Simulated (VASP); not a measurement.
# Sc (R-3m) in VASP: a series of runs

Sc is run at these levels: PBE; tasks: relaxation of cell and atoms, single point.

Everything below comes from runs of VASP 6.6.1. Logs are shortened: lines on timing, memory, paths and dates and some standing lists are left out, and cuts for length are marked.

### Step 1. The cell of the first run

It takes space group R-3m (No. 166, trigonal). Conventional cell: a = 4.023 Å, b = 4.023 Å, c = 11.191 Å, α = 90.00°, β = 90.00°, γ = 120.00°. Within 3.6 Å of Sc (site symmetry 3m) lie 6 Sc at 2.69 to 3.32 Å.

### Step 2. Relaxation of cell and atoms, PBE

Contents of INCAR:

```
SYSTEM = Sc
PREC = Accurate ; ENCUT = 600
EDIFF = 1E-6 ; ISMEAR = 0
SIGMA = 0.1 ; LREAL = .FALSE.
LASPH = .TRUE. ; NELM = 80
ALGO = Fast ; ISIF = 3
LWAVE = .FALSE. ; LCHARG = .FALSE.
GGA = PE ; IBRION = 2
NSW = 90 ; EDIFFG = -0.04
```

Contents of KPOINTS:

```
regular mesh
0
G
  6 6 6
  0 0 0
```

Contents of POSCAR:

```
Sc
1.0
    2.0115675134      1.1613790454      3.7302107806
   -2.0115675134      1.1613790454      3.7302107806
    0.0000000000     -2.3227580907      3.7302107806
Sc
2
Direct
    0.2275400000      0.2275400000      0.2275400000
    0.7724600000      0.7724600000      0.7724600000
```

Potentials or basis: VASP PAW PBE potentials, release 64 (Sc_sv).

Started as:

```
> cat potpaw_PBE.64/Sc_sv/POTCAR > POTCAR
> mpirun -np 1 vasp_std > vasp.out
```

OUTCAR:

```text
SYSTEM = Sc
   PREC = Accurate
   ENCUT = 600
   EDIFF = 1E-6
   ISMEAR = 0
   LREAL = .FALSE.
   LASPH = .TRUE.
   NELM = 80
   ISIF = 3
   GGA = PE
   IBRION = 2
   NSW = 90
   EDIFFG = -0.04

 ion  position               nearest neighbor table
   1  0.228  0.228  0.228-   2 2.69   2 2.69   2 2.69   2 3.32   2 3.32   2 3.32
   2  0.772  0.772  0.772-   1 2.69   1 2.69   1 2.69   1 3.32   1 3.32   1 3.32

  LATTYP: Found a trigonal (rhomboedric) cell.
 ALAT       =     4.3942778264
 COS(alpha) =     0.5808936906

  Lattice vectors:

 A1 = (   2.0115675134,   1.1613790454,   3.7302107806)
 A2 = (  -2.0115675134,   1.1613790454,   3.7302107806)
 A3 = (   0.0000000000,  -2.3227580907,   3.7302107806)

Analysis of symmetry for initial positions (statically):
=====================================================================
 Subroutine PRICEL returns:
 Original cell was already a primitive cell.

 Routine SETGRP: Setting up the symmetry group for a
 trigonal (rhombohedral) supercell.

 Subroutine GETGRP returns: Found 12 space group operations
 (whereof 12 operations were pure point group operations)
 out of a pool of 12 trial point group operations.

The static configuration has the point symmetry D_3d.

Analysis of symmetry for dynamics (positions and initial velocities):
=====================================================================
 Subroutine PRICEL returns:
 Original cell was already a primitive cell.

 Routine SETGRP: Setting up the symmetry group for a
 trigonal (rhombohedral) supercell.

 Subroutine GETGRP returns: Found 12 space group operations
 (whereof 12 operations were pure point group operations)
 out of a pool of 12 trial point group operations.

The dynamic configuration has the point symmetry D_3d.

 Subroutine INISYM returns: Found 12 space group operations
 (whereof 12 operations are pure point group operations),
 and found     1 'primitive' translations

----------------------------------------------------------------------------------------

                                     Primitive cell

  volume of cell :      52.2869

  direct lattice vectors                    reciprocal lattice vectors
     2.011567513  1.161379045  3.730210781     0.248562376  0.143507555  0.089360455
    -2.011567513  1.161379045  3.730210781    -0.248562376  0.143507555  0.089360455
     0.000000000 -2.322758091  3.730210781     0.000000000 -0.287015109  0.089360455

  length of vectors
     4.394277826  4.394277826  4.394277826     0.300604331  0.300604331  0.300604331

  position of ions in fractional coordinates (direct lattice)
     0.227540000  0.227540000  0.227540000
     0.772460000  0.772460000  0.772460000

  ion indices of the primitive-cell ions
   primitive index   ion index
                 1           1
                 2           2

----------------------------------------------------------------------------------------

 KPOINTS: regular mesh

Automatic generation of k-mesh.
 Grid dimensions read from file:
 generate k-points for:    6    6    6

 Generating k-lattice:

  Cartesian coordinates                     Fractional coordinates (reciprocal lattice)
     0.041427063  0.023917926  0.014893409     0.166666667 -0.000000000  0.000000000
    -0.041427063  0.023917926  0.014893409    -0.000000000  0.166666667  0.000000000
     0.000000000 -0.047835852  0.014893409     0.000000000  0.000000000  0.166666667

  Length of vectors
     0.050100722  0.050100722  0.050100722

  Shift w.r.t. Gamma in fractional coordinates (k-lattice)
     0.000000000  0.000000000  0.000000000

 Subroutine IBZKPT returns following result:
 ===========================================

 Found     32 irreducible k-points:

 Following reciprocal coordinates:
            Coordinates               Weight
  0.000000  0.000000  0.000000      1.000000
  0.166667  0.000000  0.000000      6.000000
  0.333333  0.000000  0.000000      6.000000
  0.500000 -0.000000  0.000000      3.000000
  0.166667  0.166667  0.000000      6.000000
  0.333333  0.166667  0.000000     12.000000
[... 16 lines left out ...]
  0.500000  0.500000  0.166667      6.000000
 -0.333333  0.500000  0.166667     12.000000
 [... further k-points ...]
   k-points           NKPTS =     32   k-points in BZ     NKDIM =     32   number of bands    NBANDS=     15
   number of dos      NEDOS =    301   number of ions     NIONS =      2
   total plane-waves  NPLWV =  46656
   dimension x,y,z NGX =    36 NGY =   36 NGZ =   36
   dimension x,y,z NGXF=    72 NGYF=   72 NGZF=   72
   ions per type =               2
   NGX,Y,Z   is equivalent  to a cutoff of  13.62, 13.62, 13.62 a.u.
   NGXF,Y,Z  is equivalent  to a cutoff of  27.24, 27.24, 27.24 a.u.
 SYSTEM =  Sc
   PREC   = accura    normal or accurate (medium, high low for compatibility)
   ISTART =      0    job   : 0-new  1-cont  2-samecut
   ICHARG =      2    charge: 1-file 2-atom 10-const
   ISPIN  =      1    spin polarized calculation?
   LNONCOLLINEAR =      F non collinear calculations
   LSORBIT =      F    spin-orbit coupling
   LASPH  =      T    aspherical Exc in radial PAW
   ENCUT  =  600.0 eV  44.10 Ry    6.64 a.u.   8.78  8.78  8.78*2*pi/ulx,y,z
   NELM   =     80;   NELMIN=  2; NELMDL= -5     # of ELM steps
   EDIFF  = 0.1E-05   stopping-criterion for ELM
   LREAL  =      F    real-space projection
   EDIFFG = -.4E-01   stopping-criterion for IOM
   NSW    =     90    number of steps for IOM
   IBRION =      2    ionic relax: 0-MD 1-quasi-New 2-CG
   NFREE  =      1    steps in history (QN), initial steepest desc. (CG)
   ISIF   =      3    stress and relaxation
   ISYM   =      2    0-nonsym 1-usesym 2-fastsym
   POTIM  = 0.5000    time-step for ionic-motion
   TEBEG  =    0.0;   TEEND  =   0.0 temperature during run
   PSTRESS=    0.0 pullay stress
   NELECT =      22.0000    total number of electrons
   NUPDOWN=      -1.0000    fix difference up-down
   EMIN   =  10.00;   EMAX   =-10.00  energy-range for DOS
   EFERMI =   0.00;   METHOD = LEGACY
   ISMEAR =     0;   SIGMA  =   0.10  broadening in eV -4-tet -1-fermi 0-gaus
   EFERMI_NEDOS =   21; number of points for ismear=-14 and -15
   IALGO  =     68    algorithm
   IMIX   =      4    mixing-type and parameters
     AMIX     =   0.40;   BMIX     =  1.00
     AMIX_MAG =   1.60;   BMIX_MAG =  1.00
  volume/ion in A,a.u.               =      26.14       176.42
  Fermi-wavevector in a.u.,A,eV,Ry     =   1.226737  2.318196 20.475171  1.504883
  Thomas-Fermi vector in A             =   2.361726
   LORBIT       =      0    0 simple, 1 ext, 2 COOP (PROOUT), +10 PAW based schemes
   GGA     = PE    functional components
   LHFCALC =     F    Hartree Fock is set to
   AEXX    =    0.0000 exact exchange contribution
   IVDW    =     0    specifies the selected vdW correction
   LEPSILON=     F    determine dielectric tensor
   LRPA    =     F    only Hartree local field effects (RPA)
 conjugate gradient relaxation of ions
 non-spin polarized calculation
 RMM-DIIS sequential band-by-band and
 Gauss-broadening in eV      SIGMA  =   0.10
  energy-cutoff  :      600.00
  volume of cell :       52.29
 maximum number of plane-waves:      1764
   NGX = 17   NGY = 17   NGZ = 17

--------------------------------------- Ionic step        1  -------------------------------------------

 number of electron      22.0000000 magnetization

 Free energy of the ion-electron system (eV)
  ---------------------------------------------------
  ext. energy  EPLUGINS =         0.00000000
  ---------------------------------------------------
  free energy    TOTEN  =       -10.36401856 eV

  energy without entropy =      -10.32387736  energy(sigma->0) =      -10.34394796

------------------------ aborting loop because EDIFF is reached ----------------------------------------

  FORCE on cell =-STRESS in cart. coord.  units (eV):
  Direction    XX          YY          ZZ          XY          YZ          ZX
  --------------------------------------------------------------------------------------
  -------------------------------------------------------------------------------------
  Total        0.5215282      0.5215282     -0.6591108      0.0000000     -0.0000000      0.0000000
  in kB       15.9806768     15.9806768    -20.1964854      0.0000000     -0.0000000      0.0000000
  external PRESSURE =       3.9216227 kB  Pullay stress =       0.0000000 kB
[... 959 lines left out ...]
      1     -44.6684      2.00000
      2     -44.6409      2.00000
      3     -23.6691      2.00000
      4     -23.6219      2.00000
      5     -23.3891      2.00000
      6     -23.3018      2.00000
      7     -23.2437      2.00000
      8     -23.1856      2.00000
      9       2.8977      2.00000
     10       2.9865      2.00000
     11       3.8830      2.00000
     12       4.3731      0.05942
     13       5.4478      0.00000
     14       5.7903      0.00000
     15       6.3472      0.00000

 [... further k-points ...]

[... ionic steps 4 to 30 ...]

--------------------------------------- Ionic step       31  -------------------------------------------

 number of electron      22.0000001 magnetization

------------------------ aborting loop because EDIFF is reached ----------------------------------------

  FORCE on cell =-STRESS in cart. coord.  units (eV):
  Direction    XX          YY          ZZ          XY          YZ          ZX
  --------------------------------------------------------------------------------------
  -------------------------------------------------------------------------------------
  Total        0.0868681      0.0868681     -0.2084301      0.0000000     -0.0000000      0.0000000
  in kB        2.8190599      2.8190599     -6.7640091      0.0000000     -0.0000000      0.0000000
  external PRESSURE =      -0.3752964 kB  Pullay stress =       0.0000000 kB
[... 57 lines left out ...]
  energy  without entropy=      -12.3947279847  energy(sigma->0) =      -12.40290357

--------------------------------------- Ionic step       33  -------------------------------------------

 number of electron      21.9999998 magnetization

 Free energy of the ion-electron system (eV)
  ---------------------------------------------------
  ext. energy  EPLUGINS =         0.00000000
  ---------------------------------------------------
  free energy    TOTEN  =       -12.41195326 eV

  energy without entropy =      -12.39520740  energy(sigma->0) =      -12.40358033

 E-fermi :   3.7358     XC(G=0):  -9.8756

 val. band max:        3.6641458833   @ k =   0.3333   0.1667   0.0000
 cond. band min:       3.7774230385   @ k =   0.5000   0.1667   0.0000
 fundamental gap:      0.1132771553
 Fermi energy:         3.7358366095

 k-point     1 :       0.0000    0.0000    0.0000
  band No.  band energies     occupation
      1     -45.7053      2.00000
      2     -45.6484      2.00000
      3     -24.5090      2.00000
      4     -24.1732      2.00000
      5     -24.1732      2.00000
      6     -24.1239      2.00000
      7     -24.1238      2.00000
      8     -24.1238      2.00000
      9      -1.4516      2.00000
     10       1.9530      2.00000
     11       3.9093      0.01416
     12       5.2178      0.00000
[... 446 lines left out ...]
  FREE ENERGIE OF THE ION-ELECTRON SYSTEM (eV)
  ---------------------------------------------------
  free  energy   TOTEN  =       -12.4119532557 eV

  energy  without entropy=      -12.3952074022  energy(sigma->0) =      -12.40358033

 reached required accuracy - stopping structural energy minimisation
```

Run time: 15 min. Hardware: 1 thread of Intel Xeon Platinum 8259CL at 2.50GHz (Skylake/Cascade Lake), shared host; peak memory 0.24 GiB.

Results:

```yaml
Free_energy: -12.4120 eV
Relaxed_volume: 24.65 Å³/atom
Relaxed_cell: a = 5.685 Å, b = 5.685 Å, c = 5.685 Å, α = 33.30°, β = 33.30°, γ = 33.30°
Space_group_after_relaxing_to_0.05_Å: Fm-3m (No. 225)
Energy_gained_by_relaxing: 1024.0 meV/atom
Ionic_steps: 33
Pressure_after_relaxing: 0.1 GPa
Band_gap_on_the_k_mesh: zero (band 11 reaches 4.45 eV, above the bottom of band 12 at 3.42 eV)
```

Step by step:
```
step  energy change (eV)  largest force (eV/Å)  pressure (GPa)  volume (Å³)
   1              0.0000                2.2860            0.39        52.29
   2             -0.4512                1.6245            0.12        52.76
   3             -0.6543                0.3291           -0.58        53.21
   4             -0.6585                0.0967           -0.63        53.28
   5             -0.6860                0.0469            0.05        52.29
   6             -0.7635                0.5851            2.54        49.29
   7             -0.8558                2.1810           10.66        42.92
   8              2.1911                6.5668           65.10        29.57
   9             -0.7759                2.5041           11.37        42.56
  10             -0.7767                2.5118           11.40        42.54
  11             -0.7793                2.5337           11.53        42.48
  12             -0.7839                2.5762           11.76        42.34
  13             -0.7917                2.6638           12.32        42.07
  14             -0.8000                2.8423           13.56        41.53
  15             -0.7789                3.1820           16.46        40.39
  16             -0.7981                2.9402           14.29        41.22
  17             -0.8131                2.9375           14.27        41.25
  18             -0.8577                2.9233           14.11        41.34
  19             -0.9445                2.8752           13.82        41.51
  20             -1.1049                2.7181           13.15        41.84
  21             -1.3627                2.3316           11.99        42.39
  22             -1.6384                1.5707           10.43        43.13
  23             -1.2281                0.4899           11.15        43.27
  24             -1.6755                1.1458           10.28        43.34
  25             -1.7743                1.0566            7.69        44.66
  26             -1.9412                0.8144            1.54        48.78
  27             -1.9615                0.6990           -0.64        50.71
  28             -1.9619                0.6868           -0.85        50.93
  29             -1.9774                0.6238           -0.85        50.77
  30             -2.0150                0.4297           -0.72        50.30
  31             -2.0470                0.0239           -0.04        49.37
  32             -2.0471                0.0090           -0.01        49.34
  33             -2.0479                0.0006            0.07        49.31
```

Final structure:
```
CELL_PARAMETERS angstrom
1.62878 0.94037 5.36530
-1.62878 0.94037 5.36530
0.00000 -1.88075 5.36530
ATOMIC_POSITIONS crystal
Sc 0.25000 0.25000 0.25000
Sc 0.75000 0.75000 0.75000
```

Levels at points of the mesh, in eV from the Fermi level:
| k point | band 9 | band 10 | band 11 | band 12 | band 13 | band 14 |
| --- | --- | --- | --- | --- | --- | --- |
| (0.00, 0.00, 0.00) | -5.19 | -1.78 | 0.17 | 1.48 | 1.53 | 1.60 |
| (0.50, 0.00, 0.00) | -1.22 | -1.22 | -0.28 | -0.28 | 0.85 | 0.85 |
| (0.50, 0.50, 0.00) | -1.76 | -1.52 | -0.62 | 0.25 | 1.43 | 1.51 |
| (0.50, 0.50, 0.50) | -3.75 | -3.75 | 0.71 | 1.78 | 1.78 | 1.78 |

### Step 3. Single point, PBE

This run uses another cell than the first one: it holds 3 atoms, not 2.

Contents of INCAR:

```
SYSTEM = Sc
PREC = Accurate
ENCUT = 520
EDIFF = 1E-6
ISMEAR = 0
SIGMA = 0.1
LREAL = .False.
LASPH = .True.
NELM = 60
ALGO = Normal
ISIF = 2
LWAVE = .False.
LCHARG = .True.
GGA = PE
LELF = .True.
LVHAR = .True.
NBANDS = 24
```

Contents of KPOINTS:

```
Automatic mesh
0
Gamma
  6 6 6
  0 0 0
```

Contents of POSCAR:

```
Sc
1.0
    1.6522843329      0.9539468044      7.7965793705
   -1.6522843329      0.9539468044      7.7965793705
    0.0000000000     -1.9078936088      7.7965793705
Sc
3
Direct
    0.0000000000      0.0000000000      0.0000000000
    0.2216168624      0.2216168624      0.2216168624
    0.7783831376      0.7783831376      0.7783831376
```

Potentials or basis: VASP PAW PBE potentials, release 64 (Sc_sv).

Started as:

```
> cat potpaw_PBE.64/Sc_sv/POTCAR > POTCAR
> mpirun -np 1 vasp_std > vasp.out
```

It took 7.6 min on 1 thread of Oxide Virtual Turin-like, shared host; peak memory 0.42 GiB.

It converged, with:

| Property | Result |
| --- | --- |
| Free energy | -18.7240 eV |
| Pressure | 0.1 GPa |

Stress tensor (GPa, compression positive):
```
 0.15  0.00  0.00
 0.00  0.15  0.00
 0.00  0.00 -0.08
```

Levels at points of the mesh, in eV from the Fermi level:
| k point | band 12 | band 13 | band 14 | band 15 | band 16 | band 17 | band 18 | band 19 | band 20 | band 21 |
| --- | --- | --- | --- | --- | --- | --- | --- | --- | --- | --- |
| (0.00, 0.00, 0.00) | -27.82 | -5.17 | -2.73 | -2.71 | 0.52 | 0.62 | 1.43 | 1.43 | 1.62 | 1.62 |
| (0.50, 0.00, 0.00) | -27.88 | -1.71 | -1.42 | -1.20 | -0.43 | -0.28 | -0.07 | 1.01 | 1.35 | 1.43 |
| (0.50, 0.50, 0.00) | -27.90 | -1.65 | -1.47 | -1.23 | -0.58 | -0.23 | 0.07 | 1.22 | 1.39 | 1.52 |
| (0.50, 0.50, 0.50) | -27.85 | -4.46 | -4.44 | -1.68 | 0.51 | 1.29 | 1.35 | 1.45 | 1.45 | 1.62 |

Caveat: the k points lie up to 0.37 Å⁻¹ apart.
